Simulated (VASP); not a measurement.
# CoSi: single point with PBE

The system is CoSi.

```
Co Si
1.0
     2.80957    0.00000    0.00000
     0.00000    2.80957    0.00000
     0.00000    0.00000    2.72571
Co Si
1 1
Direct
  0.00000 0.00000 0.00000
  0.50000 0.50000 0.50000
```

This cell differs from its parent crystal: stretched by -2 % along [0.0, 0.0, 1.0] at fixed volume.

| Item | Value |
| --- | --- |
| Program | VASP 6.6.1 |
| Task | single point |
| Functional | PBE |
| Potentials or basis | VASP PAW PBE potentials, release 64 (Co, Si) |
| Cutoff | 520 eV |
| k mesh | 10 × 10 × 11 |
| Occupations | fermi-dirac, width 0.1 eV |
| Spin | collinear spin, ferromagnetic start |
| Starting moments | [2.0, 0.0] μB |

- Pressure: 0.4 GPa
- Net moment: 0.49 μB per cell
- Site moments: Co +0.49; Si +0.01 μB
- Valence electrons inside the program's atomic spheres: Co 8.61; Si 1.57

Stress tensor (GPa, compression positive):
```
-0.23  0.00  0.00
 0.00 -0.23  0.00
 0.00  0.00  1.74
```

Levels at points of the mesh, in eV from the Fermi level:
Spin up:
| k point | band 5 | band 6 | band 7 | band 8 | band 9 | band 10 |
| --- | --- | --- | --- | --- | --- | --- |
| (0.00, 0.00, 0.00) | -1.48 | -1.48 | 2.65 | 2.65 | 3.73 | 7.41 |
| (0.50, 0.00, 0.00) | -2.58 | -1.34 | -0.76 | 6.63 | 7.75 | 8.47 |
| (0.50, 0.50, 0.00) | -2.19 | -2.19 | -1.03 | 1.29 | 1.50 | 8.57 |
Spin down:
| k point | band 3 | band 4 | band 5 | band 6 | band 7 | band 8 | band 9 | band 10 |
| --- | --- | --- | --- | --- | --- | --- | --- | --- |
| (0.00, 0.00, 0.00) | -3.51 | -1.26 | -1.16 | -1.16 | 2.66 | 2.66 | 3.74 | 7.65 |
| (0.50, 0.00, 0.00) | -2.73 | -2.61 | -2.32 | -1.02 | -0.02 | 6.63 | 7.84 | 8.54 |
| (0.50, 0.50, 0.00) | -5.36 | -3.81 | -1.90 | -1.90 | -0.26 | 1.59 | 1.96 | 8.58 |

It took 87 s on 1 thread of Intel(R) Xeon(R) Platinum 8259CL CPU @ 2.50GHz (Skylake/Cascade Lake) (shared host), peak memory 0.2 GiB.
